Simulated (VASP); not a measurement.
# Al48N49 (a cell with a defect): single point with PBEsol

The system is Al48N49 (a cell with a defect).

```
Al N
1.0
     9.34145    0.00000    0.00000
     0.00000   10.78657    0.00000
     0.00000    0.00000    9.96706
Al N
48 49
Direct
  0.16532 0.08290 0.24914
  0.16704 0.08215 0.74816
  0.99815 0.33267 0.24543
  0.01924 0.32838 0.75324
  0.49838 0.08291 0.24914
  0.49672 0.08207 0.74817
  0.33187 0.33354 0.24904
  0.33195 0.33202 0.75032
  0.16454 0.58319 0.24865
  0.16179 0.58304 0.74549
  0.99855 0.83277 0.24792
  0.99925 0.83911 0.74862
  0.83187 0.08276 0.24912
  0.83189 0.08608 0.74798
  0.66561 0.33269 0.24549
  0.64451 0.32821 0.75335
  0.49916 0.58319 0.24860
  0.50207 0.58299 0.74548
  0.33186 0.83226 0.24849
  0.33187 0.83205 0.74760
  0.83188 0.58389 0.24570
  0.83189 0.58858 0.74319
  0.66517 0.83279 0.24790
  0.66456 0.83903 0.74858
  0.99864 0.16786 0.49690
  0.99888 0.16478 0.99924
  0.33188 0.16773 0.49803
  0.33188 0.16611 0.99960
  0.16227 0.41556 0.49938
  0.16603 0.41730 0.99913
  0.99764 0.66650 0.50003
  0.99841 0.66687 0.99534
  0.66514 0.16784 0.49690
  0.66488 0.16473 0.99929
  0.50148 0.41553 0.49940
  0.49779 0.41729 0.99912
  0.33187 0.66526 0.49936
  0.33189 0.66559 0.99662
  0.16531 0.91627 0.49813
  0.16581 0.91625 0.99886
  0.83195 0.42047 0.49862
  0.83186 0.41702 0.99414
  0.66611 0.66654 0.49989
  0.66539 0.66684 0.99538
  0.49845 0.91626 0.49813
  0.49797 0.91623 0.99884
  0.83190 0.91662 0.49808
  0.83188 0.91719 0.99869
  0.99854 0.16467 0.18855
  0.00077 0.16545 0.68916
  0.33186 0.16620 0.18982
  0.33193 0.16625 0.68959
  0.16562 0.41692 0.18865
  0.17706 0.41619 0.68905
  0.99916 0.66699 0.18648
  0.00141 0.67830 0.68931
  0.66518 0.16468 0.18862
  0.66296 0.16530 0.68916
  0.49816 0.41690 0.18865
  0.48685 0.41619 0.68911
  0.33186 0.66595 0.18846
  0.33196 0.66657 0.68954
  0.16577 0.91636 0.18943
  0.16741 0.91826 0.68886
  0.83187 0.41682 0.18511
  0.91285 0.44201 0.67292
  0.66457 0.66699 0.18653
  0.66254 0.67823 0.68920
  0.49796 0.91638 0.18943
  0.49643 0.91816 0.68886
  0.83186 0.91651 0.18918
  0.83190 0.92089 0.68909
  0.16564 0.08297 0.43949
  0.16590 0.08271 0.93929
  0.99838 0.33093 0.43281
  0.00047 0.33095 0.94162
  0.49810 0.08298 0.43951
  0.49784 0.08268 0.93930
  0.33186 0.33348 0.43827
  0.33192 0.33204 0.94131
  0.16450 0.58300 0.43957
  0.16482 0.58287 0.93773
  0.99874 0.83405 0.43813
  0.99862 0.83521 0.93980
  0.83188 0.08318 0.43966
  0.83186 0.08361 0.93884
  0.66535 0.33095 0.43288
  0.66328 0.33086 0.94171
  0.49920 0.58301 0.43952
  0.49896 0.58286 0.93777
  0.33187 0.83241 0.43914
  0.33188 0.83284 0.93912
  0.83186 0.58729 0.43399
  0.83188 0.58378 0.93624
  0.66498 0.83409 0.43811
  0.66514 0.83516 0.93978
  0.75113 0.44161 0.67307
```

| Quantity | Value |
| --- | --- |
| Program | VASP 6.6.1 |
| Task | single point |
| Functional | PBEsol |
| Potentials or basis | VASP PAW PBE potentials, release 64 (Al, N) |
| Cutoff | 520 eV |
| k mesh | 1 × 1 × 1, shifted |
| Occupations | fermi-dirac, width 0.05 eV |
| Spin | no spin polarisation |

```
Largest force : 0.084 eV/Å
```

Forces in eV/Å, atoms in the order of the input:
```
Al   0.005  0.006 -0.004
Al   0.003  0.006 -0.002
Al  -0.001  0.001 -0.013
Al   0.012 -0.023  0.017
Al   0.004  0.001  0.002
Al   0.005  0.002  0.000
Al  -0.001  0.001 -0.002
Al  -0.008 -0.011  0.012
Al   0.002  0.009 -0.004
Al  -0.001  0.004 -0.005
Al   0.001  0.004  0.001
Al   0.002  0.008  0.004
Al  -0.006  0.000  0.000
Al  -0.002  0.002  0.000
Al  -0.004  0.000 -0.010
Al  -0.009 -0.028  0.017
Al   0.001  0.004  0.004
Al   0.002  0.005 -0.005
Al  -0.004  0.003  0.001
Al  -0.003  0.004 -0.001
Al  -0.003  0.002 -0.009
Al  -0.001  0.022  0.013
Al   0.000  0.005 -0.005
Al   0.002  0.009  0.006
Al  -0.002 -0.012 -0.004
Al   0.000  0.000 -0.002
Al  -0.001 -0.005 -0.004
Al  -0.003 -0.004  0.000
Al   0.002 -0.002  0.001
Al   0.004  0.000 -0.008
Al   0.006  0.005 -0.002
Al  -0.001  0.000 -0.007
Al   0.001 -0.008 -0.004
Al  -0.001 -0.004  0.001
Al  -0.001  0.008  0.000
Al   0.006  0.001  0.002
Al   0.002  0.001  0.001
Al  -0.003  0.000 -0.002
Al   0.004 -0.008 -0.002
Al   0.002 -0.004 -0.002
Al  -0.015 -0.002 -0.023
Al   0.000 -0.001 -0.008
Al   0.002  0.002  0.002
Al  -0.002  0.001 -0.003
Al   0.002 -0.003  0.002
Al   0.002 -0.006  0.004
Al  -0.004 -0.006 -0.002
Al  -0.003 -0.003  0.001
N    0.002  0.005  0.004
N   -0.003  0.004  0.006
N   -0.001  0.003  0.001
N   -0.002  0.006  0.004
N   -0.003 -0.004  0.003
N   -0.010  0.007 -0.002
N    0.001 -0.003  0.002
N   -0.004 -0.013  0.000
N    0.001  0.002  0.000
N   -0.002  0.005  0.003
N   -0.001 -0.002  0.001
N    0.003  0.008 -0.005
N   -0.001 -0.002  0.001
N   -0.001 -0.003  0.001
N    0.000  0.002  0.002
N   -0.003  0.000  0.001
N    0.001 -0.003  0.002
N    0.083  0.008 -0.003
N    0.002 -0.002  0.000
N    0.004 -0.016  0.001
N    0.000  0.000  0.000
N   -0.001 -0.003  0.001
N    0.002  0.002  0.001
N    0.002 -0.002  0.003
N   -0.002  0.005  0.004
N   -0.001  0.002  0.000
N   -0.004  0.006  0.011
N    0.000 -0.002  0.000
N   -0.001  0.001  0.003
N   -0.001  0.002  0.000
N   -0.002  0.002  0.003
N   -0.002  0.001 -0.003
N    0.001 -0.002 -0.001
N    0.001 -0.001  0.004
N    0.001 -0.002  0.002
N    0.000 -0.002 -0.001
N    0.002  0.003  0.003
N    0.002  0.001  0.001
N    0.005  0.007  0.004
N   -0.001  0.001 -0.005
N    0.002 -0.004  0.002
N    0.001 -0.002 -0.002
N    0.000 -0.001  0.002
N   -0.001  0.000  0.001
N    0.001 -0.004  0.000
N    0.000 -0.001 -0.004
N    0.001 -0.003  0.002
N    0.001  0.000 -0.002
N   -0.068  0.013 -0.008
```

Levels at points of the mesh, in eV from the Fermi level:
| k point | band 192 | band 193 | band 194 | band 195 | band 196 | band 197 | band 198 | band 199 |
| --- | --- | --- | --- | --- | --- | --- | --- | --- |
| (0.25, 0.25, 0.25) | -3.01 | -2.77 | -1.51 | -1.24 | 2.03 | 2.17 | 2.37 | 2.42 |

Wall time 12 min on 1 thread of Intel(R) Xeon(R) Platinum 8375C CPU @ 2.90GHz (Ice Lake) (shared host), peak memory 0.91 GiB.

Caveat: the cell carries a net charge on a neutralising background, which shifts energy and pressure; the cell is charged against a uniform background, so pressure and absolute levels hang on convention; the PAW data sets were made with another functional, which shifts forces and pressure a little.
